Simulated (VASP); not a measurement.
Here is a VASP 6.6.1 calculation.

INCAR

```
  PREC = Accurate
  ENCUT = 600
  EDIFF = 1E-7
  ISMEAR = -1
  SIGMA = 0.1
  LREAL = F
  LASPH = T
  NELM = 120
  ALGO = Normal
  ISIF = 3
  LWAVE = F
  LCHARG = F
  GGA = LIBXC
  LIBXC1 = GGA_X_B88
  LIBXC2 = GGA_C_PBE
  IBRION = 2
  NSW = 80
  EDIFFG = -0.02
  GGA_COMPAT = F
  NELMIN = 4
```

KPOINTS

```
Automatic mesh
0
Gamma
  12 12 12
```

The input POSCAR:

```
Os
1.0
    1.5200000000      1.5200000000      1.5200000000
   -1.5200000000      1.5200000000      1.5200000000
   -1.5200000000     -1.5200000000      1.5200000000
Os
1
Direct
    0.0000000000      0.0000000000      0.0000000000
```

Potentials or basis: VASP PAW PBE potentials, release 64 (Os).

Command:

```console
$ cat potpaw_PBE.64/Os/POTCAR > POTCAR
$ mpirun -np 1 vasp_std > vasp.out
```

Task: Estimate the relaxed cell.

Result: a = 2.679 Å, b = 2.679 Å, c = 2.679 Å, α = 70.53°, β = 109.47°, γ = 70.53°.

Task: What does it give for the band gap on the k mesh?

Result: Zero (bands 4 and 5 overlap by 4.45 eV).

Task: What does it give for the space group after relaxing (to 0.1 Å)?

Result: Im-3m (No. 229).

Final structure:
```
Os
1.0
     1.54667    1.54667    1.54667
    -1.54667    1.54667    1.54667
    -1.54667   -1.54667    1.54667
Os
1
Direct
  0.00000 0.00000 0.00000
```

Caveat: spin-orbit coupling is left out, which moves the levels of the heavy elements.
